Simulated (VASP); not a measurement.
# SrLi2SnSe4 (I-42m) in VASP: single point with r2SCAN

Aim: the single point of SrLi2SnSe4 with r2SCAN.

Everything below comes from runs of VASP 6.6.1. Logs are shortened: lines on timing, memory, paths and dates and some standing lists are left out, and cuts for length are marked.

### Step 1. The cell of the first run

The structure is tetragonal, space group I-42m (No. 121). The conventional cell has a = 6.864 Å, b = 6.864 Å, c = 8.162 Å, α = 90.00°, β = 90.00°, γ = 90.00°. Within 3.2 Å of Sn (site symmetry -42m) lie 4 Se at 2.44 Å. Sr (site symmetry -42m) has 8 Se at 3.17 to 3.35 Å and 8 Li at 3.99 Å and 2 Sn at 4.08 Å within 4.2 Å. Within 3.4 Å of Li (site symmetry -4) lie 4 Se at 2.55 Å. Within 3.2 Å of Se (site symmetry m) lie 1 Sn at 2.44 Å and 2 Li at 2.55 Å and 1 Sr at 3.17 Å.

### Step 2. Single point, r2SCAN

POSCAR

```
SrLi2SnSe4
1.0
   -3.4320240000      3.4320240000      4.0809080000
    3.4320240000     -3.4320240000      4.0809080000
    3.4320240000      3.4320240000     -4.0809080000
Sn Sr Li Se
1 1 2 4
Direct
    0.0000000000      0.0000000000      0.0000000000
    0.5000000000      0.5000000000      0.0000000000
    0.2500000000      0.7500000000      0.5000000000
    0.7500000000      0.2500000000      0.5000000000
    0.0352600000      0.0352600000      0.4132000000
    0.9647400000      0.3779400000      0.0000000000
    0.6220600000      0.6220600000      0.5868000000
    0.3779400000      0.9647400000      0.0000000000
```

INCAR.step1

```
PREC = Accurate ; ENCUT = 520
ISMEAR = 1 ; SIGMA = 0.0134
LREAL = F ; LASPH = T
NELM = 100 ; NBANDS = 37
GGA = PE ; ALGO = Normal
EDIFF = 1E-4 ; LWAVE = T
LCHARG = F
```

INCAR.step2

```
PREC = Accurate ; ENCUT = 520
EDIFF = 1E-6 ; ISMEAR = 1
SIGMA = 0.0134 ; LREAL = F
LASPH = T ; NELM = 100
ALGO = Normal ; ISIF = 2
LWAVE = F ; LCHARG = F
METAGGA = R2SCAN ; LMIXTAU = T
NBANDS = 37 ; ISTART = 1
```

KPOINTS

```
regular mesh
0
Gamma
  5 5 5
```

Potentials or basis: VASP PAW PBE potentials, release 64 (Sn_d, Sr_sv, Li_sv, Se).

Command:

```console
> cat potpaw_PBE.64/Sn_d/POTCAR potpaw_PBE.64/Sr_sv/POTCAR potpaw_PBE.64/Li_sv/POTCAR potpaw_PBE.64/Se/POTCAR > POTCAR
> cp INCAR.step1 INCAR
> mpirun -np 1 vasp_std > vasp.out
> cp INCAR.step2 INCAR
> mpirun -np 1 vasp_std > vasp.out
```

OUTCAR:

```text
PREC = Accurate
   ENCUT = 520
   EDIFF = 1E-6
   ISMEAR = 1
   LREAL = F
   LASPH = T
   NELM = 100
   ISIF = 2
   METAGGA = R2SCAN
   ISTART = 1

 ion  position               nearest neighbor table
   1  0.000  0.000  0.000-   5 2.44   6 2.44   7 2.44   8 2.44   2 4.08   2 4.08
   2  0.500  0.500  0.000-   6 3.17   8 3.17   7 3.17   5 3.17   5 3.35   7 3.35   8 3.35   6 3.35
                             1 4.08   1 4.08
   3  0.250  0.750  0.500-   8 2.55   6 2.55   5 2.55   7 2.55
   4  0.750  0.250  0.500-   6 2.55   8 2.55   7 2.55   5 2.55
   5  0.035  0.035  0.413-   1 2.44   3 2.55   4 2.55   2 3.17   2 3.35
   6  0.965  0.378  0.000-   1 2.44   3 2.55   4 2.55   2 3.17   2 3.35
   7  0.622  0.622  0.587-   1 2.44   3 2.55   4 2.55   2 3.17   2 3.35
   8  0.378  0.965  0.000-   1 2.44   4 2.55   3 2.55   2 3.17   2 3.35

  LATTYP: Found a body centered tetragonal cell.
 ALAT       =     6.8640480000
 C/A-ratio  =     1.1890674424

  Lattice vectors:

 A1 = (  -3.4320240000,   3.4320240000,   4.0809080000)
 A2 = (   3.4320240000,  -3.4320240000,   4.0809080000)
 A3 = (   3.4320240000,   3.4320240000,  -4.0809080000)

Analysis of symmetry for initial positions (statically):
=====================================================================
 Subroutine PRICEL returns:
 Original cell was already a primitive cell.

 Routine SETGRP: Setting up the symmetry group for a
 body centered tetragonal supercell.

 Subroutine GETGRP returns: Found  8 space group operations
 (whereof  8 operations were pure point group operations)
 out of a pool of 16 trial point group operations.

The static configuration has the point symmetry D_2d.

Analysis of symmetry for dynamics (positions and initial velocities):
=====================================================================
 Subroutine PRICEL returns:
 Original cell was already a primitive cell.

 Routine SETGRP: Setting up the symmetry group for a
 body centered tetragonal supercell.

 Subroutine GETGRP returns: Found  8 space group operations
 (whereof  8 operations were pure point group operations)
 out of a pool of 16 trial point group operations.

The dynamic configuration has the point symmetry D_2d.

 Subroutine INISYM returns: Found  8 space group operations
 (whereof  8 operations are pure point group operations),
 and found     1 'primitive' translations

----------------------------------------------------------------------------------------

                                     Primitive cell

  volume of cell :     192.2726

  direct lattice vectors                    reciprocal lattice vectors
    -3.432024000  3.432024000  4.080908000     0.000000000  0.145686627  0.122521753
     3.432024000 -3.432024000  4.080908000     0.145686627  0.000000000  0.122521753
     3.432024000  3.432024000 -4.080908000     0.145686627  0.145686627  0.000000000

  length of vectors
     6.341244955  6.341244955  6.341244955     0.190358013  0.190358013  0.206032004

  position of ions in fractional coordinates (direct lattice)
     0.000000000  0.000000000  0.000000000
     0.500000000  0.500000000  0.000000000
     0.250000000  0.750000000  0.500000000
     0.750000000  0.250000000  0.500000000
     0.035260000  0.035260000  0.413200000
     0.964740000  0.377940000  0.000000000
     0.622060000  0.622060000  0.586800000
     0.377940000  0.964740000  0.000000000

  ion indices of the primitive-cell ions
   primitive index   ion index
                 1           1
                 2           2
                 3           3
                 4           4
                 5           5
                 6           6
                 7           7
                 8           8

----------------------------------------------------------------------------------------

 KPOINTS: regular mesh

Automatic generation of k-mesh.
 Grid dimensions read from file:
 generate k-points for:    5    5    5

 Generating k-lattice:

  Cartesian coordinates                     Fractional coordinates (reciprocal lattice)
     0.000000000  0.029137325  0.024504351     0.200000000  0.000000000 -0.000000000
     0.029137325  0.000000000  0.024504351     0.000000000  0.200000000 -0.000000000
     0.029137325  0.029137325  0.000000000     0.000000000  0.000000000  0.200000000

  Length of vectors
     0.038071603  0.038071603  0.041206401

  Shift w.r.t. Gamma in fractional coordinates (k-lattice)
     0.000000000  0.000000000  0.000000000

 Subroutine IBZKPT returns following result:
 ===========================================

 Found     18 irreducible k-points:

 Following reciprocal coordinates:
            Coordinates               Weight
  0.000000  0.000000  0.000000      1.000000
  0.200000  0.000000  0.000000      8.000000
  0.400000 -0.000000  0.000000      8.000000
  0.200000  0.200000  0.000000      8.000000
  0.400000  0.200000  0.000000     16.000000
 -0.400000  0.200000 -0.000000     16.000000
[... 10 lines left out ...]
 -0.400000  0.400000  0.400000      4.000000
 -0.400000 -0.400000  0.400000      2.000000
   k-points           NKPTS =     18   k-points in BZ     NKDIM =     18   number of bands    NBANDS=     37
   number of dos      NEDOS =    301   number of ions     NIONS =      8
   total plane-waves  NPLWV = 110592
   dimension x,y,z NGX =    48 NGY =   48 NGZ =   48
   dimension x,y,z NGXF=    96 NGYF=   96 NGZF=   96
   ions per type =               1   1   2   4
   NGX,Y,Z   is equivalent  to a cutoff of  12.58, 12.58, 12.58 a.u.
   NGXF,Y,Z  is equivalent  to a cutoff of  25.17, 25.17, 25.17 a.u.
 SYSTEM =  unknown system
   PREC   = accura    normal or accurate (medium, high low for compatibility)
   ISTART =      1    job   : 0-new  1-cont  2-samecut
   ICHARG =      0    charge: 1-file 2-atom 10-const
   ISPIN  =      1    spin polarized calculation?
   LNONCOLLINEAR =      F non collinear calculations
   LSORBIT =      F    spin-orbit coupling
   LASPH  =      T    aspherical Exc in radial PAW
   ENCUT  =  520.0 eV  38.22 Ry    6.18 a.u.  11.79 11.79 11.79*2*pi/ulx,y,z
   NELM   =    100;   NELMIN=  2; NELMDL=  0     # of ELM steps
   EDIFF  = 0.1E-05   stopping-criterion for ELM
   LREAL  =      F    real-space projection
   EDIFFG = 0.1E-04   stopping-criterion for IOM
   NSW    =      0    number of steps for IOM
   IBRION =     -1    ionic relax: 0-MD 1-quasi-New 2-CG
   NFREE  =      0    steps in history (QN), initial steepest desc. (CG)
   ISIF   =      2    stress and relaxation
   ISYM   =      2    0-nonsym 1-usesym 2-fastsym
   POTIM  = 0.5000    time-step for ionic-motion
   TEBEG  =    0.0;   TEEND  =   0.0 temperature during run
   PSTRESS=    0.0 pullay stress
   NELECT =      54.0000    total number of electrons
   NUPDOWN=      -1.0000    fix difference up-down
   EMIN   =  10.00;   EMAX   =-10.00  energy-range for DOS
   EFERMI =   0.00;   METHOD = LEGACY
   ISMEAR =     1;   SIGMA  =   0.01  broadening in eV -4-tet -1-fermi 0-gaus
   EFERMI_NEDOS =   21; number of points for ismear=-14 and -15
   IALGO  =     38    algorithm
   IMIX   =      4    mixing-type and parameters
     AMIX     =   0.40;   BMIX     =  1.00
     AMIX_MAG =   1.60;   BMIX_MAG =  1.00
  volume/ion in A,a.u.               =      24.03       162.19
  Fermi-wavevector in a.u.,A,eV,Ry     =   1.072096  2.025967 15.638393  1.149389
  Thomas-Fermi vector in A             =   2.207856
   LORBIT       =      0    0 simple, 1 ext, 2 COOP (PROOUT), +10 PAW based schemes
   METAGGA = R2SCAN    functional components
   LHFCALC =     F    Hartree Fock is set to
   AEXX    =    0.0000 exact exchange contribution
   IVDW    =     0    specifies the selected vdW correction
   LEPSILON=     F    determine dielectric tensor
   LRPA    =     F    only Hartree local field effects (RPA)
 non-spin polarized calculation
 Methfessel and Paxton  Order N= 1 SIGMA  =   0.01
  energy-cutoff  :      520.00
  volume of cell :      192.27
 maximum number of plane-waves:      5203
   NGX = 23   NGY = 23   NGZ = 23

 number of electron      53.9999980 magnetization

 Free energy of the ion-electron system (eV)
  ---------------------------------------------------
  ext. energy  EPLUGINS =         0.00000000
  ---------------------------------------------------
  free energy    TOTEN  =      -112.29568431 eV

  energy without entropy =     -112.29569674  energy(sigma->0) =     -112.29568845

 E-fermi :   2.4706     XC(G=0):  -9.3244

 val. band max:        2.4593223723   @ k =  -0.4000  -0.4000   0.4000
 cond. band min:       5.1550126702   @ k =  -0.4000  -0.4000   0.4000
 fundamental gap:      2.6956902979
 Fermi energy:         2.4706035940

 k-point     1 :       0.0000    0.0000    0.0000
  band No.  band energies     occupation
      1     -44.0310      2.00000
      2     -44.0309      2.00000
      3     -33.3182      2.00000
      4     -19.3941      2.00000
      5     -19.3941      2.00000
      6     -19.3839      2.00000
[... 29 lines left out ...]
     36       9.3428      0.00000
     37       9.3428      0.00000

 k-point     2 :       0.2000    0.0000    0.0000
  band No.  band energies     occupation
      1     -44.0310      2.00000
      2     -44.0309      2.00000
      3     -33.3182      2.00000
      4     -19.3939      2.00000
      5     -19.3939      2.00000
      6     -19.3839      2.00000
[... 29 lines left out ...]
     36       9.1678      0.00000
     37       9.2168      0.00000

 k-point     3 :       0.4000   -0.0000    0.0000
  band No.  band energies     occupation
      1     -44.0310      2.00000
      2     -44.0309      2.00000
      3     -33.3182      2.00000
      4     -19.3936      2.00000
      5     -19.3936      2.00000
      6     -19.3837      2.00000
[... 29 lines left out ...]
     36       9.0702      0.00000
     37       9.2820      0.00000
[... 521 lines left out ...]
 k-point    17 :      -0.4000    0.4000    0.4000
  band No.  band energies     occupation
      1     -44.0310      2.00000
      2     -44.0309      2.00000
      3     -33.3181      2.00000
      4     -19.3930      2.00000
      5     -19.3930      2.00000
      6     -19.3835      2.00000
[... 29 lines left out ...]
     36       9.3906      0.00000
     37       9.7525      0.00000

 k-point    18 :      -0.4000   -0.4000    0.4000
  band No.  band energies     occupation
      1     -44.0310      2.00000
      2     -44.0309      2.00000
      3     -33.3181      2.00000
      4     -19.3930      2.00000
      5     -19.3930      2.00000
      6     -19.3835      2.00000
[... 29 lines left out ...]
     36       9.1194      0.00000
     37       9.3609      0.00000

------------------------ aborting loop because EDIFF is reached ----------------------------------------

  FORCE on cell =-STRESS in cart. coord.  units (eV):
  Direction    XX          YY          ZZ          XY          YZ          ZX
  --------------------------------------------------------------------------------------
  -------------------------------------------------------------------------------------
  Total        5.6530227      5.6530227      4.6649000      0.0000000      0.0000000      0.0000000
  in kB       47.1057455     47.1057455     38.8718752      0.0000000      0.0000000      0.0000000
  external PRESSURE =      44.3611221 kB  Pullay stress =       0.0000000 kB

 VOLUME and BASIS-vectors are now :
 -----------------------------------------------------------------------------
  energy-cutoff  :      520.00
  volume of cell :      192.27
      direct lattice vectors                 reciprocal lattice vectors
    -3.432024000  3.432024000  4.080908000     0.000000000  0.145686627  0.122521753
     3.432024000 -3.432024000  4.080908000     0.145686627  0.000000000  0.122521753
     3.432024000  3.432024000 -4.080908000     0.145686627  0.145686627  0.000000000

 POSITION                                       TOTAL-FORCE (eV/Angst)
 -----------------------------------------------------------------------------------
      0.00000      0.00000      0.00000         0.000000      0.000000      0.000000
      0.00000      0.00000      4.08091        -0.000000      0.000000      0.000000
      3.43202      0.00000      2.04045        -0.000000      0.000000      0.000000
      0.00000      3.43202      2.04045         0.000000      0.000000      0.000000
      1.41811      1.41811     -1.39845         0.509966      0.509966     -0.481575
     -2.01391      2.01391      5.47935         0.509966     -0.509966      0.481575
      2.01391      2.01391      2.68246        -0.509966     -0.509966     -0.481575
      2.01391     -2.01391      5.47935        -0.509966      0.509966      0.481575
 -----------------------------------------------------------------------------------
    total drift:                               -0.000115     -0.000115     -0.000107

  FREE ENERGIE OF THE ION-ELECTRON SYSTEM (eV)
  ---------------------------------------------------
  free  energy   TOTEN  =      -112.2956843090 eV

  energy  without entropy=     -112.2956967397  energy(sigma->0) =     -112.29568845
```

It took 10 min on 1 thread of Intel Xeon Platinum 8259CL at 2.50GHz (Skylake/Cascade Lake), shared host; peak memory 0.45 GiB.

Results:

| Quantity | Value |
| --- | --- |
| Free energy | -112.2957 eV |
| Largest force | 0.867 eV/Å |
| Band gap on the k mesh | 2.70 eV |

Forces on the atoms (eV/Å):
```
Sn   0.000  0.000  0.000
Sr   0.000  0.000  0.000
Li   0.000  0.000  0.000
Li   0.000  0.000  0.000
Se   0.510  0.510 -0.482
Se   0.510 -0.510  0.482
Se  -0.510 -0.510 -0.482
Se  -0.510  0.510  0.482
```

Caveat: the cutoff is under 1.25 times the usual one of these potentials, so pressure, stress and relaxed cells hold a basis-set (Pulay) error; the PAW data sets were made with another functional, which shifts forces and pressure a little; spin-orbit coupling is left out, which moves the levels of the heavy elements; an odd mesh through Γ misses points on the zone boundary, where band edges can lie.
